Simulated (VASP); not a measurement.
# TaN in VASP: a series of runs

TaN is run at these levels: PBE; tasks: single point.

All numbers are computed with VASP 6.6.1; they aren't measurements. Logs are shortened: lines on timing, memory, paths and dates and some standing lists are left out, and cuts for length are marked.

### Step 1. The cell of the first run

The structure is hexagonal, space group P-6m2 (No. 187). Conventional cell: a = 2.938 Å, b = 2.938 Å, c = 2.883 Å, α = 90.00°, β = 90.00°, γ = 120.00°. Ta (site symmetry -6m2) has 6 N at 2.23 Å and 2 Ta at 2.88 Å within 2.9 Å. N (site symmetry -6m2) has 6 Ta at 2.23 Å and 2 N at 2.88 Å within 2.9 Å.

### Step 2. Single point, PBE

INCAR

```
ALGO = Normal
EDIFF = 1E-7
ENCUT = 520
GGA = PE
ISIF = 2
ISMEAR = -1
LASPH = T
LCHARG = T
LELF = T
LREAL = Auto
LVHAR = T
LWAVE = F
NBANDS = 87
NELM = 100
PREC = Accurate
SIGMA = 0.05
```

KPOINTS

```
Automatic mesh
0
Gamma
  2 2 2
  0.5 0.5 0.5
```

POSCAR

```
TaN
1.0
    0.0000000000      5.0887632954      2.8830000000
   -4.4069982876     -2.5443816477      2.8830000000
    4.4069982876     -2.5443816477      2.8830000000
Ta N
9 9
Direct
    0.3888888889      0.7222222222      0.3888888889
    0.7222222222      0.7222222222      0.0555555556
    0.3888888889      0.3888888889      0.7222222222
    0.3888888889      0.0555555556      0.0555555556
    0.7222222222      0.3888888889      0.3888888889
    0.0555555556      0.7222222222      0.7222222222
    0.0555555556      0.3888888889      0.0555555556
    0.7222222222      0.0555555556      0.7222222222
    0.0555555556      0.0555555556      0.3888888889
    0.3333333333      0.6666666667      0.0000000000
    0.6666666667      0.6666666667      0.6666666667
    0.3333333333      0.3333333333      0.3333333333
    0.3333333333      0.0000000000      0.6666666667
    0.6666666667      0.3333333333      0.0000000000
    0.0000000000      0.6666666667      0.3333333333
    0.0000000000      0.3333333333      0.6666666667
    0.6666666667      1.0000000000      0.3333333333
    0.0000000000      1.0000000000      0.0000000000
```

Potentials or basis: VASP PAW PBE potentials, release 64 (Ta_pv, N).

On the command line:

```bash
$ cat potpaw_PBE.64/Ta_pv/POTCAR potpaw_PBE.64/N/POTCAR > POTCAR
$ mpirun -np 1 vasp_std > vasp.out
```

OUTCAR:

```text
EDIFF = 1E-7
   ENCUT = 520
   GGA = PE
   ISIF = 2
   ISMEAR = -1
   LASPH = T
   LREAL = Auto
   NELM = 100
   PREC = Accurate

 ion  position               nearest neighbor table
   1  0.389  0.722  0.389-  11 2.23  12 2.23  10 2.23  15 2.23  17 2.23  13 2.23   7 2.88   8 2.88
                             3 2.94   6 2.94   2 2.94   5 2.94   4 2.94   9 2.94
   2  0.722  0.722  0.056-  15 2.23  17 2.23  14 2.23  11 2.23  10 2.23  18 2.23   3 2.88   9 2.88
                             5 2.94   1 2.94   7 2.94   4 2.94   8 2.94   6 2.94
   3  0.389  0.389  0.722-  11 2.23  12 2.23  13 2.23  16 2.23  14 2.23  10 2.23   9 2.88   2 2.88
                             1 2.94   6 2.94   8 2.94   5 2.94   4 2.94   7 2.94
   4  0.389  0.056  0.056-  12 2.23  14 2.23  17 2.23  10 2.23  13 2.23  18 2.23   5 2.88   6 2.88
                             7 2.94   9 2.94   1 2.94   3 2.94   8 2.94   2 2.94
   5  0.722  0.389  0.389-  14 2.23  17 2.23  11 2.23  12 2.23  16 2.23  15 2.23   4 2.88   6 2.88
                             2 2.94   8 2.94   3 2.94   1 2.94   7 2.94   9 2.94
   6  0.056  0.722  0.722-  10 2.23  13 2.23  15 2.23  16 2.23  11 2.23  18 2.23   5 2.88   4 2.88
                             1 2.94   3 2.94   7 2.94   9 2.94   8 2.94   2 2.94
   7  0.056  0.389  0.056-  12 2.23  10 2.23  15 2.23  16 2.23  18 2.23  14 2.23   1 2.88   8 2.88
                             9 2.94   4 2.94   6 2.94   5 2.94   3 2.94   2 2.94
   8  0.722  0.056  0.722-  16 2.23  14 2.23  17 2.23  11 2.23  13 2.23  18 2.23   1 2.88   7 2.88
                             5 2.94   3 2.94   4 2.94   9 2.94   2 2.94   6 2.94
   9  0.056  0.056  0.389-  12 2.23  13 2.23  16 2.23  15 2.23  18 2.23  17 2.23   3 2.88   2 2.88
                             7 2.94   4 2.94   6 2.94   1 2.94   5 2.94   8 2.94
  10  0.333  0.667  0.000-   6 2.23   7 2.23   4 2.23   1 2.23   2 2.23   3 2.23
  11  0.667  0.667  0.667-   1 2.23   3 2.23   5 2.23   2 2.23   8 2.23   6 2.23
  12  0.333  0.333  0.333-   7 2.23   9 2.23   4 2.23   3 2.23   1 2.23   5 2.23
  13  0.333  0.000  0.667-   6 2.23   9 2.23   4 2.23   3 2.23   8 2.23   1 2.23
  14  0.667  0.333  0.000-   8 2.23   4 2.23   5 2.23   2 2.23   7 2.23   3 2.23
  15  0.000  0.667  0.333-   2 2.23   7 2.23   9 2.23   6 2.23   1 2.23   5 2.23
  16  0.000  0.333  0.667-   8 2.23   9 2.23   7 2.23   6 2.23   3 2.23   5 2.23
  17  0.667  0.000  0.333-   2 2.23   4 2.23   5 2.23   8 2.23   9 2.23   1 2.23
  18  0.000  0.000  0.000-   7 2.23   9 2.23   4 2.23   8 2.23   2 2.23   6 2.23

  LATTYP: Found a trigonal (rhomboedric) cell.
 ALAT       =     5.8486922364
 COS(alpha) =    -0.1355289769

  Lattice vectors:

 A1 = (   0.0000000000,   5.0887632954,   2.8830000000)
 A2 = (  -4.4069982876,  -2.5443816477,   2.8830000000)
 A3 = (   4.4069982876,  -2.5443816477,   2.8830000000)

Analysis of symmetry for initial positions (statically):
=====================================================================
 Subroutine PRICEL returns following result:

  LATTYP: Found a hexagonal cell.
 ALAT       =     2.9379988581
 C/A-ratio  =     0.9812801633

  Lattice vectors:

 A1 = (  -1.4689994291,  -2.5443816474,   0.0000000000)
[... 132 lines left out ...]
   IMIX   =      4    mixing-type and parameters
     AMIX     =   0.40;   BMIX     =  1.00
     AMIX_MAG =   1.60;   BMIX_MAG =  1.00
  volume/ion in A,a.u.               =      10.78        72.72
  Fermi-wavevector in a.u.,A,eV,Ry     =   1.482366  2.801265 29.897546  2.197408
  Thomas-Fermi vector in A             =   2.596161
   LORBIT       =      0    0 simple, 1 ext, 2 COOP (PROOUT), +10 PAW based schemes
   GGA     = PE    functional components
[... 5 lines left out ...]
 non-spin polarized calculation
  energy-cutoff  :      520.00
  volume of cell :      193.96
 maximum number of plane-waves:      5237
 NGX is ok and might be reduce to    48
   NGX = 21   NGY = 21   NGZ = 21

 number of electron     143.9999997 magnetization

 Free energy of the ion-electron system (eV)
  ---------------------------------------------------
  ext. energy  EPLUGINS =         0.00000000
  ---------------------------------------------------
  free energy    TOTEN  =      -201.91525075 eV

  energy without entropy =     -201.91523724  energy(sigma->0) =     -201.91524400

 E-fermi :   8.4546     XC(G=0): -13.3452

 val. band max:        7.9166749918   @ k =   0.2500   0.2500   0.2500
 cond. band min:       9.0512225734   @ k =   0.2500   0.2500   0.2500
 fundamental gap:      1.1345475816
 Fermi energy:         8.4545561622

 k-point     1 :       0.2500    0.2500    0.2500
  band No.  band energies     occupation
      1     -27.2612      2.00000
      2     -27.2612      2.00000
      3     -27.2612      2.00000
      4     -27.1197      2.00000
      5     -27.1197      2.00000
      6     -27.1197      2.00000
[... 76 lines left out ...]
     83      11.5233      0.00000
     84      11.5233      0.00000

 k-point     2 :      -0.2500    0.2500    0.2500
  band No.  band energies     occupation
      1     -27.3882      2.00000
      2     -27.2871      2.00000
      3     -27.2348      2.00000
      4     -27.2348      2.00000
      5     -27.1964      2.00000
      6     -27.1964      2.00000
[... 76 lines left out ...]
     83      11.2515      0.00000
     84      11.5698      0.00000
 [bands above 84 left out]

------------------------ aborting loop because EDIFF is reached ----------------------------------------

  FORCE on cell =-STRESS in cart. coord.  units (eV):
  Direction    XX          YY          ZZ          XY          YZ          ZX
  --------------------------------------------------------------------------------------
  -------------------------------------------------------------------------------------
  Total        5.2904445      5.2904445      9.1365846      0.0000000      0.0000000     -0.0000000
  in kB       43.7000279     43.7000279     75.4698408      0.0000000      0.0000000     -0.0000000
  external PRESSURE =      54.2899655 kB  Pullay stress =       0.0000000 kB

 VOLUME and BASIS-vectors are now :
 -----------------------------------------------------------------------------
  energy-cutoff  :      520.00
  volume of cell :      193.96
      direct lattice vectors                 reciprocal lattice vectors
     0.000000000  5.088763295  2.883000000     0.000000000  0.131007600  0.115620303
    -4.406998288 -2.544381648  2.883000000    -0.113455910 -0.065503800  0.115620303
     4.406998288 -2.544381648  2.883000000     0.113455910 -0.065503800  0.115620303

 POSITION                                       TOTAL-FORCE (eV/Angst)
 -----------------------------------------------------------------------------------
     -1.46900     -0.84813      4.32450         0.000000     -0.000000      0.051357
     -2.93800      1.69625      4.32450         0.000000      0.000000      0.051357
      1.46900     -0.84813      4.32450         0.000000     -0.000000      0.051357
      0.00000      1.69625      1.44150         0.000000      0.000000      0.051357
      0.00000      1.69625      4.32450         0.000000     -0.000000      0.051357
      0.00000     -3.39251      4.32450         0.000000     -0.000000      0.051357
[... 10 lines left out ...]
      1.46900      2.54438      2.88300         0.000000     -0.000000     -0.051357
      0.00000      0.00000      0.00000         0.000000      0.000000     -0.051357
 -----------------------------------------------------------------------------------
    total drift:                               -0.000001      0.000001     -0.011869

  FREE ENERGIE OF THE ION-ELECTRON SYSTEM (eV)
  ---------------------------------------------------
  free  energy   TOTEN  =      -201.9152507498 eV

  energy  without entropy=     -201.9152372418  energy(sigma->0) =     -201.91524400
```

OSZICAR:

```text
N       E                     dE             d eps       ncg     rms          rms(c)
DAV:   1     0.154043242632E+04    0.15404E+04   -0.78528E+04   348   0.177E+03
DAV:   2    -0.762351358381E+02   -0.16167E+04   -0.15553E+04   379   0.530E+02
DAV:   3    -0.220858775391E+03   -0.14462E+03   -0.14232E+03   426   0.142E+02
DAV:   4    -0.224830800619E+03   -0.39720E+01   -0.39409E+01   416   0.230E+01
DAV:   5    -0.224933800570E+03   -0.10300E+00   -0.10265E+00   432   0.327E+00    0.706E+01
DAV:   6    -0.202850475843E+03    0.22083E+02   -0.14620E+02   432   0.369E+01    0.327E+01
DAV:   7    -0.202073212183E+03    0.77726E+00   -0.72700E+00   416   0.890E+00    0.173E+01
DAV:   8    -0.201944484943E+03    0.12873E+00   -0.72200E-01   408   0.351E+00    0.128E+00
DAV:   9    -0.201915015412E+03    0.29470E-01   -0.17027E-01   441   0.115E+00    0.458E-01
DAV:  10    -0.201915688769E+03   -0.67336E-03   -0.12479E-02   432   0.484E-01    0.149E-01
DAV:  11    -0.201915253347E+03    0.43542E-03   -0.19283E-03   432   0.144E-01    0.367E-02
DAV:  12    -0.201915252624E+03    0.72232E-06   -0.15810E-04   464   0.436E-02    0.143E-02
DAV:  13    -0.201915251474E+03    0.11504E-05   -0.44698E-06   432   0.780E-03    0.749E-03
DAV:  14    -0.201915250844E+03    0.62970E-06   -0.38926E-07   352   0.189E-03    0.336E-03
DAV:  15    -0.201915250750E+03    0.94335E-07   -0.88890E-07   416   0.268E-03
   1 F= -.20191525E+03 E0= -.20191524E+03  d E =-.135080E-04
```

stdout:

```text
POSCAR found type information on POSCAR TaN
 POSCAR found :  2 types and      18 ions
 scaLAPACK will be used
 LDA part: xc-table for (Slater+PW92), standard interpolation
 POSCAR, INCAR and KPOINTS ok, starting setup
 FFT: planning ... GRIDC
 FFT: planning ... GRID_SOFT
 FFT: planning ... GRID
 WAVECAR not read
 entering main loop
```

It took 1.8 min on 1 thread of Intel Xeon Platinum 8124M at 3.00GHz (Skylake/Cascade Lake), shared host; peak memory 0.33 GiB.

Results:

```
Free energy            : -201.9153 eV
Pressure               : 5.4 GPa
Largest force          : 0.051 eV/Å
Band gap on the k mesh : 1.13 eV
```

Forces in eV/Å, atoms in the order of the input:
```
Ta   0.000  0.000  0.051
Ta   0.000  0.000  0.051
Ta   0.000  0.000  0.051
Ta   0.000  0.000  0.051
Ta   0.000  0.000  0.051
Ta   0.000  0.000  0.051
Ta   0.000  0.000  0.051
Ta   0.000  0.000  0.051
Ta   0.000  0.000  0.051
N    0.000  0.000 -0.051
N    0.000  0.000 -0.051
N    0.000  0.000 -0.051
N    0.000  0.000 -0.051
N    0.000  0.000 -0.051
N    0.000  0.000 -0.051
N    0.000  0.000 -0.051
N    0.000  0.000 -0.051
N    0.000  0.000 -0.051
```

Stress tensor (GPa, compression positive):
```
4.37 0.00 0.00
0.00 4.37 0.00
0.00 0.00 7.55
```

Levels at points of the mesh, in eV from the valence-band top:
```tsv
k point	band 68	band 69	band 70	band 71	band 72	band 73	band 74	band 75	band 76	band 77
(0.25, 0.25, 0.25)	-1.06	-1.06	-0.26	-0.26	0.00	1.13	1.13	2.97	2.97	2.97
```

Caveat: the k points lie up to 0.55 Å⁻¹ apart; spin-orbit coupling is left out, which moves the levels of the heavy elements. A k mesh can miss the band edges.

### Step 3. Single point, PBE

INCAR

```
SYSTEM = TaN
PREC     = Accurate       ! precision mode
ENCUT    = 520            ! plane-wave cutoff, eV
EDIFF    = 1E-7           ! SCF threshold, eV
ISMEAR   = 0              ! smearing method
SIGMA    = 0.1            ! smearing width, eV
LREAL    = Auto         
LASPH    = .TRUE.         ! aspherical terms in the spheres
NELM     = 100            ! most SCF steps
ALGO     = Normal         ! electronic algorithm
ISIF     = 2              ! what is computed and relaxed
LWAVE    = .FALSE.        ! write WAVECAR
LCHARG   = .FALSE.        ! write CHGCAR
GGA      = PE             ! functional
ISYM     = 0            
NBANDS   = 87             ! bands
```

KPOINTS is that of step 2.

POSCAR is that of step 2.

Potentials or basis: VASP PAW PBE potentials, release 64 (Ta_pv, N).

On the command line:

```bash
$ cat potpaw_PBE.64/Ta_pv/POTCAR potpaw_PBE.64/N/POTCAR > POTCAR
$ mpirun -np 1 vasp_std > vasp.out
```

Run time: 2.8 min. Hardware: 1 thread of Intel Xeon Platinum 8124M at 3.00GHz (Skylake/Cascade Lake), shared host; peak memory 0.34 GiB.

It converged, with:

```yaml
Free_energy: -201.9152 eV
Pressure: 5.4 GPa
Largest_force: 0.051 eV/Å
Band_gap_on_the_k_mesh: 1.13 eV
```

Forces on the atoms (eV/Å):
```
Ta   0.000  0.000  0.051
Ta   0.000  0.000  0.051
Ta   0.000  0.000  0.051
Ta   0.000  0.000  0.051
Ta   0.000  0.000  0.051
Ta   0.000  0.000  0.051
Ta   0.000  0.000  0.051
Ta   0.000  0.000  0.051
Ta   0.000  0.000  0.051
N    0.000  0.000 -0.051
N    0.000  0.000 -0.051
N    0.000  0.000 -0.051
N    0.000  0.000 -0.051
N    0.000  0.000 -0.051
N    0.000  0.000 -0.051
N    0.000  0.000 -0.051
N    0.000  0.000 -0.051
N    0.000  0.000 -0.051
```

Stress tensor (GPa, compression positive):
```
4.37 0.00 0.00
0.00 4.37 0.00
0.00 0.00 7.55
```

Levels at points of the mesh, in eV from the valence-band top:
| k point | band 68 | band 69 | band 70 | band 71 | band 72 | band 73 | band 74 | band 75 | band 76 | band 77 |
| --- | --- | --- | --- | --- | --- | --- | --- | --- | --- | --- |
| (0.25, 0.25, 0.25) | -1.06 | -1.06 | -0.26 | -0.26 | 0.00 | 1.13 | 1.13 | 2.97 | 2.97 | 2.97 |

Caveat: the k points lie up to 0.55 Å⁻¹ apart; spin-orbit coupling is left out, which moves the levels of the heavy elements.

(Continued in part 2 of 2.)
